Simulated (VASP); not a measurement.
# NiO (R-3m) in VASP: further runs

Runs on NiO. Level: PBE+U. Tasks: relaxation of shape and atoms at fixed volume, single point.

All numbers are computed with VASP 6.6.1; they aren't measurements. Logs are shortened: lines on timing, memory, paths and dates and some standing lists are left out, and cuts for length are marked.

**1. The cell of the first run**

The typed cell holds 2 atoms: a = 3.017 Å, b = 3.017 Å, c = 3.017 Å, α = 60.01°, β = 60.01°, γ = 60.01°.

**2. Relaxation of shape and atoms at fixed volume, PBE+U, collinear spin, ferromagnetic start**

Input file INCAR:

```
PREC = Accurate
ENCUT = 600
EDIFF = 1E-7
ISMEAR = 0
SIGMA = 0.05
LREAL = False
LASPH = True
NELM = 150
ALGO = Normal
ISIF = 4
LWAVE = False
LCHARG = False
ISPIN = 2
MAGMOM = 1.91 0.21
LORBIT = 11
LMAXMIX = 4
LDAU = True
LDAUTYPE = 2
LDAUL = 2 -1
LDAUU = 6.2 0
LDAUJ = 0 0
LDAUPRINT = 1
GGA = PE
IBRION = 2
NSW = 60
EDIFFG = -0.01
```

Input file KPOINTS:

```
Automatic mesh
0
Gamma
  10 10 10
```

Input file POSCAR:

```
NiO
1.0
    1.5090321866      0.8712401392      2.4634136995
   -1.5090321866      0.8712401392      2.4634136995
    0.0000000000     -1.7424802783      2.4634136995
Ni O
1 1
Direct
    1.0000000000      0.0000000000      0.0000000000
    0.5000000000      0.5000000000      0.5000000000
```

Potentials or basis: VASP PAW PBE potentials, release 64 (Ni, O).

Started as:

```sh
> cat potpaw_PBE.64/Ni/POTCAR potpaw_PBE.64/O/POTCAR > POTCAR
> mpirun -np 1 vasp_std > vasp.out
```

OUTCAR:

```text
PREC = Accurate
   ENCUT = 600
   EDIFF = 1E-7
   ISMEAR = 0
   LREAL = False
   LASPH = True
   NELM = 150
   ISIF = 4
   ISPIN = 2
   LORBIT = 11
   GGA = PE
   IBRION = 2
   NSW = 60
   EDIFFG = -0.01

 ion  position               nearest neighbor table
   1  0.000  0.000  0.000-   2 2.13   2 2.13   2 2.13   2 2.13   2 2.13   2 2.13
   2  0.500  0.500  0.500-   1 2.13   1 2.13   1 2.13   1 2.13   1 2.13   1 2.13

  LATTYP: Found a trigonal (rhomboedric) cell.
 ALAT       =     3.0173903584
 COS(alpha) =     0.4997765983

  Lattice vectors:

 A1 = (   1.5090321866,   0.8712401392,   2.4634136995)
 A2 = (  -1.5090321866,   0.8712401392,   2.4634136995)
 A3 = (   0.0000000000,  -1.7424802783,   2.4634136995)

Analysis of symmetry for initial positions (statically):
=====================================================================
 Subroutine PRICEL returns:
 Original cell was already a primitive cell.

 Routine SETGRP: Setting up the symmetry group for a
 trigonal (rhombohedral) supercell.

 Subroutine GETGRP returns: Found 12 space group operations
 (whereof 12 operations were pure point group operations)
 out of a pool of 12 trial point group operations.

The static configuration has the point symmetry D_3d.

Analysis of symmetry for dynamics (positions and initial velocities):
=====================================================================
 Subroutine PRICEL returns:
 Original cell was already a primitive cell.

 Routine SETGRP: Setting up the symmetry group for a
 trigonal (rhombohedral) supercell.

 Subroutine GETGRP returns: Found 12 space group operations
 (whereof 12 operations were pure point group operations)
 out of a pool of 12 trial point group operations.

The dynamic configuration has the point symmetry D_3d.

Analysis of structural, dynamic, and magnetic symmetry:
=====================================================================
 Subroutine PRICEL returns:
 Original cell was already a primitive cell.

 Routine SETGRP: Setting up the symmetry group for a
 trigonal (rhombohedral) supercell.

 Subroutine GETGRP returns: Found 12 space group operations
 (whereof 12 operations were pure point group operations)
 out of a pool of 12 trial point group operations.

The overall configuration has the point symmetry D_3d.

 Subroutine INISYM returns: Found 12 space group operations
 (whereof 12 operations are pure point group operations),
 and found     1 'primitive' translations

----------------------------------------------------------------------------------------

                                     Primitive cell

  volume of cell :      19.4323

  direct lattice vectors                    reciprocal lattice vectors
     1.509032187  0.871240139  2.463413700     0.331338194  0.191298196  0.135313583
    -1.509032187  0.871240139  2.463413700    -0.331338194  0.191298196  0.135313583
     0.000000000 -1.742480278  2.463413700     0.000000000 -0.382596391  0.135313583

  length of vectors
     3.017390358  3.017390358  3.017390358     0.405819867  0.405819867  0.405819867

  position of ions in fractional coordinates (direct lattice)
     0.000000000  0.000000000  0.000000000
     0.500000000  0.500000000  0.500000000

  ion indices of the primitive-cell ions
   primitive index   ion index
                 1           1
                 2           2

----------------------------------------------------------------------------------------

 KPOINTS: Automatic mesh

Automatic generation of k-mesh.
 Grid dimensions read from file:
 generate k-points for:   10   10   10

 Generating k-lattice:

  Cartesian coordinates                     Fractional coordinates (reciprocal lattice)
[... 75 lines left out ...]
   ISMEAR =     0;   SIGMA  =   0.05  broadening in eV -4-tet -1-fermi 0-gaus
   EFERMI_NEDOS =   21; number of points for ismear=-14 and -15
   IALGO  =     38    algorithm
   IMIX   =      4    mixing-type and parameters
     AMIX     =   0.40;   BMIX     =  1.00
     AMIX_MAG =   1.60;   BMIX_MAG =  1.00
  volume/ion in A,a.u.               =       9.72        65.57
  Fermi-wavevector in a.u.,A,eV,Ry     =   1.534404  2.899604 32.033513  2.354397
  Thomas-Fermi vector in A             =   2.641337
   LORBIT       =     11    0 simple, 1 ext, 2 COOP (PROOUT), +10 PAW based schemes
 LDA+U is selected, type is set to LDAUTYPE =  2
   angular momentum for each species LDAUL =     2   -1
   U (eV)           for each species LDAUU =   6.2  0.0
   J (eV)           for each species LDAUJ =   0.0  0.0
   GGA     = PE    functional components
   LHFCALC =     F    Hartree Fock is set to
   AEXX    =    0.0000 exact exchange contribution
   IVDW    =     0    specifies the selected vdW correction
   LEPSILON=     F    determine dielectric tensor
   LRPA    =     F    only Hartree local field effects (RPA)
 conjugate gradient relaxation of ions
 spin polarized calculation
 Gauss-broadening in eV      SIGMA  =   0.05
  energy-cutoff  :      600.00
  volume of cell :       19.43
 maximum number of plane-waves:       662
   NGX = 13   NGY = 13   NGZ = 13

atom =   1  type =  1  l = 2

 onsite density matrix

spin component  1

  0.9972 -0.0000  0.0000 -0.0217  0.0000
 -0.0000  1.0125  0.0000 -0.0000 -0.0217
  0.0000  0.0000  0.9819  0.0000  0.0000
 -0.0217 -0.0000  0.0000  1.0125 -0.0000
  0.0000 -0.0217  0.0000 -0.0000  0.9972

spin component  2

  0.6959 -0.0000  0.0000  0.4023  0.0000
 -0.0000  0.4118  0.0000 -0.0000  0.4023
  0.0000  0.0000  0.9805  0.0000  0.0000
  0.4023 -0.0000  0.0000  0.4118  0.0000
  0.0000  0.4023  0.0000  0.0000  0.6959

 occupancies and eigenvectors

  o =  0.1272  v =  0.0000  0.0000  0.0000  0.0000  0.0000  0.5775  0.0000 -0.0000 -0.8164 -0.0000      0.0000  0.0000  0.0000  0.0000  0.0000  0.0000  0.0000  0.0000  0.0000  0.0000
  o =  0.1272  v =  0.0000  0.0000  0.0000  0.0000  0.0000  0.0000 -0.8164  0.0000  0.0000  0.5775      0.0000  0.0000  0.0000  0.0000  0.0000  0.0000  0.0000  0.0000  0.0000  0.0000
  o =  0.9805  v =  0.0000  0.0000  0.0000  0.0000  0.0000  0.0000 -0.5775  0.0000  0.0000 -0.8164      0.0000  0.0000  0.0000  0.0000  0.0000  0.0000  0.0000  0.0000  0.0000  0.0000
  o =  0.9805  v =  0.0000  0.0000  0.0000  0.0000  0.0000 -0.8164  0.0000 -0.0000 -0.5775 -0.0000      0.0000  0.0000  0.0000  0.0000  0.0000  0.0000  0.0000  0.0000  0.0000  0.0000
  o =  0.9805  v =  0.0000  0.0000  0.0000  0.0000  0.0000  0.0000 -0.0000 -1.0000  0.0000 -0.0000      0.0000  0.0000  0.0000  0.0000  0.0000  0.0000  0.0000  0.0000  0.0000  0.0000
  o =  0.9819  v =  0.0000  0.0000 -1.0000 -0.0000  0.0000  0.0000  0.0000  0.0000  0.0000  0.0000      0.0000  0.0000  0.0000  0.0000  0.0000  0.0000  0.0000  0.0000  0.0000  0.0000
  o =  0.9819  v =  0.0000  0.5775  0.0000  0.0000  0.8164  0.0000  0.0000  0.0000  0.0000  0.0000      0.0000  0.0000  0.0000  0.0000  0.0000  0.0000  0.0000  0.0000  0.0000  0.0000
  o =  0.9819  v = -0.8164 -0.0000  0.0000 -0.5775  0.0000  0.0000  0.0000  0.0000  0.0000  0.0000      0.0000  0.0000  0.0000  0.0000  0.0000  0.0000  0.0000  0.0000  0.0000  0.0000
  o =  1.0279  v =  0.5775 -0.0000  0.0000 -0.8164  0.0000  0.0000  0.0000  0.0000  0.0000  0.0000      0.0000  0.0000  0.0000  0.0000  0.0000  0.0000  0.0000  0.0000  0.0000  0.0000
  o =  1.0279  v =  0.0000  0.8164 -0.0000 -0.0000 -0.5775  0.0000  0.0000  0.0000  0.0000  0.0000      0.0000  0.0000  0.0000  0.0000  0.0000  0.0000  0.0000  0.0000  0.0000  0.0000

 number of electron      16.0000009 magnetization       1.9999958

 Free energy of the ion-electron system (eV)
  ---------------------------------------------------
  ext. energy  EPLUGINS =         0.00000000
  ---------------------------------------------------
  free energy    TOTEN  =       -10.14391983 eV

  energy without entropy =      -10.14391983  energy(sigma->0) =      -10.14391983

 E-fermi :   6.2201     XC(G=0): -12.2716

 val. band max:        5.9285853534   @ k =   0.5000   0.0000   0.0000
 cond. band min:       8.2891557701   @ k =   0.0000   0.0000   0.0000
 fundamental gap:      2.3605704167
 Fermi energy:         6.2201338159

 spin component 1

 k-point     1 :       0.0000    0.0000    0.0000
  band No.  band energies     occupation
      1     -12.3623      1.00000
      2      -0.1268      1.00000
      3      -0.1268      1.00000
      4       0.9862      1.00000
      5       0.9862      1.00000
      6       0.9874      1.00000
      7       4.7502      1.00000
      8       4.7502      1.00000
      9       4.7526      1.00000
     10       8.2892      0.00000
     11      23.4952      0.00000
     12      23.4952      0.00000
[... 745 lines left out ...]
      2       1.0816      1.00000
      3       1.4987      1.00000
      4       2.3203      1.00000
      5       2.6077      1.00000
      6       4.2232      1.00000
      7       4.3236      1.00000
      8       9.0339      0.00000
      9       9.4391      0.00000
     10      13.8594      0.00000
     11      17.6987      0.00000
     12      18.0991      0.00000
     13      22.8713      0.00000

 [... further k-points ...]

------------------------ aborting loop because EDIFF is reached ----------------------------------------

  FORCE on cell =-STRESS in cart. coord.  units (eV):
  Direction    XX          YY          ZZ          XY          YZ          ZX
  --------------------------------------------------------------------------------------
  -------------------------------------------------------------------------------------
  Total       -1.0250523     -1.0250523     -1.0181318      0.0000000     -0.0000000      0.0000000
  in kB      -84.5145784    -84.5145784    -83.9439850      0.0000000     -0.0000000      0.0000000
  external PRESSURE =     -84.3243806 kB  Pullay stress =       0.0000000 kB

 VOLUME and BASIS-vectors are now :
 -----------------------------------------------------------------------------
  energy-cutoff  :      600.00
  volume of cell :       19.43
      direct lattice vectors                 reciprocal lattice vectors
     1.509032187  0.871240139  2.463413700     0.331338194  0.191298196  0.135313583
    -1.509032187  0.871240139  2.463413700    -0.331338194  0.191298196  0.135313583
     0.000000000 -1.742480278  2.463413700     0.000000000 -0.382596391  0.135313583

 POSITION                                       TOTAL-FORCE (eV/Angst)
 -----------------------------------------------------------------------------------
      0.00000      0.00000      0.00000        -0.000000      0.000000      0.000000
      0.00000      0.00000      3.69512         0.000000      0.000000     -0.000000
 -----------------------------------------------------------------------------------
    total drift:                               -0.000000      0.000000     -0.000000

  FREE ENERGIE OF THE ION-ELECTRON SYSTEM (eV)
  ---------------------------------------------------
  free  energy   TOTEN  =       -10.1439198298 eV

  energy  without entropy=      -10.1439198298  energy(sigma->0) =      -10.14391983

 reached required accuracy - stopping structural energy minimisation

 total charge

# of ion       s       p       d       tot
------------------------------------------
    1        0.326   0.378   8.172   8.877
    2        1.545   3.450   0.000   4.995
--------------------------------------------------
tot          1.871   3.829   8.172  13.872

 magnetization (x)

# of ion       s       p       d       tot
------------------------------------------
    1        0.012   0.012   1.803   1.827
    2        0.016   0.147   0.000   0.163
--------------------------------------------------
tot          0.028   0.159   1.803   1.990
```

Run time: 33 s. Hardware: 1 thread of Intel Xeon 6975P-C, shared host; peak memory 0.19 GiB.

Results:

```
Free energy                                           : -10.1439 eV
Pressure after relaxing                               : -8.4 GPa
Band gap on the k mesh                                : 2.36 eV, indirect (least direct gap 3.14 eV)
Net moment                                            : 2.00 μB per cell
Site moments                                          : Ni +1.83; O +0.16 μB
Valence electrons inside the program's atomic spheres : Ni 8.88; O 5.00
```

Final structure:
```cif
data_structure
_symmetry_space_group_name_H-M 'P 1'
_symmetry_Int_Tables_number 1
_cell_length_a 3.0174
_cell_length_b 3.0174
_cell_length_c 3.0174
_cell_angle_alpha 60.015
_cell_angle_beta 60.015
_cell_angle_gamma 60.015
_cell_volume 19.43
loop_
_atom_site_label
_atom_site_type_symbol
_atom_site_fract_x
_atom_site_fract_y
_atom_site_fract_z
_atom_site_occupancy
Ni1 Ni 0.00000 0.00000 0.00000 1
O1 O 0.50000 0.50000 0.50000 1
```

Eigenvalues of the final occupation matrices:
```csv
site,spin,trace,eigenvalues
site 1 d,1,5.00,0.98 0.98 0.98 1.03 1.03
site 1 d,2,3.20,0.13 0.13 0.98 0.98 0.98
```

Caveat: the relaxation stopped at its first step, so nothing moved; a cell with one magnetic atom can't hold antiferromagnetic order, which such compounds often take.

(Part 1 of 2 ends here.)
